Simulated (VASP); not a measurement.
## HfZrS3: relaxation of cell and atoms with PBE

Crystal: HfZrS3.

```
Zr Hf S
1.0
     3.91598    0.00000    0.00000
     0.00000    3.91598    0.00000
     0.00000    0.00000    6.66926
Zr Hf S
1 1 3
Direct
  0.00000 0.00000 0.53840
  0.00000 0.00000 0.11926
  0.50000 0.00000 0.27373
  0.00000 0.50000 0.27373
  0.50000 0.50000 0.44211
```

The cell was generated, and may not be a known phase.

- Program: VASP 6.6.1
- Task: relaxation of cell and atoms
- Functional: PBE
- Potentials or basis: VASP PAW PBE potentials, release 64 (Zr_sv, Hf_pv, S)
- Cutoff: 600 eV
- k mesh: 4 × 4 × 4
- Occupations: gaussian, width 0.1 eV
- Spin: no spin polarisation
- Dipole correction: no
- Further INCAR settings: ALGO = Normal; EDIFF = 1e-06; IBRION = 2; EDIFFG = -0.04; NSW = 90; ISIF = 3

| Quantity | Value |
| --- | --- |
| Relaxed volume | 20.63 Å³/atom |
| Relaxed cell | a = 4.128 Å, b = 4.128 Å, c = 6.055 Å, α = 90.00°, β = 90.00°, γ = 90.00° |
| Space group after relaxing (to 0.1 Å) | P4mm (No. 99) |
| Energy gained by relaxing | 1569.7 meV/atom |
| Ionic steps | 26 |
| Pressure after relaxing | 0.0 GPa |
| Largest force after relaxing | 0.033 eV/Å |
| Band gap on the k mesh | zero (bands 20 and 21 overlap by 1.34 eV) |

Forces on the atoms (eV/Å):
```
Zr   0.000  0.000 -0.033
Hf   0.000  0.000  0.005
S    0.000  0.000  0.013
S    0.000  0.000  0.013
S    0.000  0.000  0.001
```

Stress tensor (GPa, compression positive):
```
-0.04  0.00  0.00
 0.00 -0.04  0.00
 0.00  0.00  0.04
```

The path:
| step | energy change (eV) | largest force (eV/Å) | pressure (GPa) | volume (Å³) |
| --- | --- | --- | --- | --- |
| 1 | 0.0000 | 8.8740 | 33.13 | 102.27 |
| 2 | -0.2633 | 3.1534 | -12.71 | 178.12 |
| 3 | -3.3745 | 2.9474 | -3.25 | 131.91 |
| 4 | -3.3922 | 3.0450 | -2.40 | 130.18 |
| 5 | -3.3960 | 3.1219 | -1.61 | 128.83 |
| 6 | -4.2153 | 3.1682 | -1.77 | 127.98 |
| 7 | -5.0171 | 3.8053 | -0.63 | 123.65 |
| 8 | -5.1130 | 2.6797 | -1.50 | 125.12 |
| 9 | -5.7850 | 2.2762 | -1.55 | 122.02 |
| 10 | -7.0704 | 2.3646 | -0.28 | 112.95 |
| 11 | -5.5196 | 4.3548 | 14.21 | 95.95 |
| 12 | -7.2526 | 2.6960 | 1.17 | 109.29 |
| 13 | -7.6368 | 1.1405 | -4.99 | 110.50 |
| 14 | -7.6374 | 1.1239 | -4.80 | 110.45 |
| 15 | -7.7822 | 0.3783 | 3.09 | 99.39 |
| 16 | -7.8132 | 0.4624 | 0.35 | 102.41 |
| 17 | -7.8324 | 0.2527 | 0.64 | 102.77 |
| 18 | -7.8336 | 0.2336 | 0.73 | 102.88 |
| 19 | -7.8372 | 0.1546 | -0.95 | 104.70 |
| 20 | -7.8383 | 0.1794 | -0.43 | 104.09 |
| 21 | -7.8426 | 0.1314 | -0.32 | 103.86 |
| 22 | -7.8462 | 0.0765 | -0.09 | 103.36 |
| 23 | -7.8482 | 0.0624 | 0.31 | 102.88 |
| 24 | -7.8483 | 0.0635 | 0.28 | 102.92 |
| 25 | -7.8478 | 0.1083 | -0.42 | 103.55 |
| 26 | -7.8486 | 0.0326 | -0.01 | 103.17 |

Final structure:
```
Zr Hf S
1.0
     4.12792    0.00000    0.00000
     0.00000    4.12792    0.00000
     0.00000    0.00000    6.05457
Zr Hf S
1 1 3
Direct
  0.00000 0.00000 0.47867
  0.00000 0.00000 0.99302
  0.50000 0.00000 0.22579
  0.00000 0.50000 0.22579
  0.50000 0.50000 0.72396
```

Levels at points of the mesh, in eV from the Fermi level:
```csv
k point,band 16,band 17,band 18,band 19,band 20,band 21,band 22,band 23,band 24
"(0.00, 0.00, 0.00)",-2.89,-2.68,-1.39,-0.60,-0.60,0.08,0.36,0.52,1.49
"(0.50, 0.00, 0.00)",-4.07,-2.74,-2.03,-1.96,-1.11,-0.23,0.50,1.18,1.83
"(0.50, 0.50, 0.00)",-3.94,-3.36,-2.60,-0.87,1.10,1.15,1.47,1.71,1.72
"(0.00, 0.00, 0.50)",-2.77,-2.77,-0.93,-0.93,-0.42,-0.25,0.33,1.09,1.17
"(0.50, 0.00, 0.50)",-3.44,-3.13,-2.83,-2.00,-0.13,0.36,0.37,0.86,1.26
"(0.50, 0.50, 0.50)",-3.54,-2.57,-1.95,-0.64,-0.04,0.95,0.99,0.99,1.15
```

It took 9.1 min on 1 thread of AMD EPYC 9R45 96-Core Processor (Zen 5) (shared host), peak memory 0.25 GiB.

Caveat: the k points lie up to 0.38 Å⁻¹ apart in the final cell, too coarse for converged energies and pressures of a metal; spin-orbit coupling is left out, which moves the levels of the heavy elements.
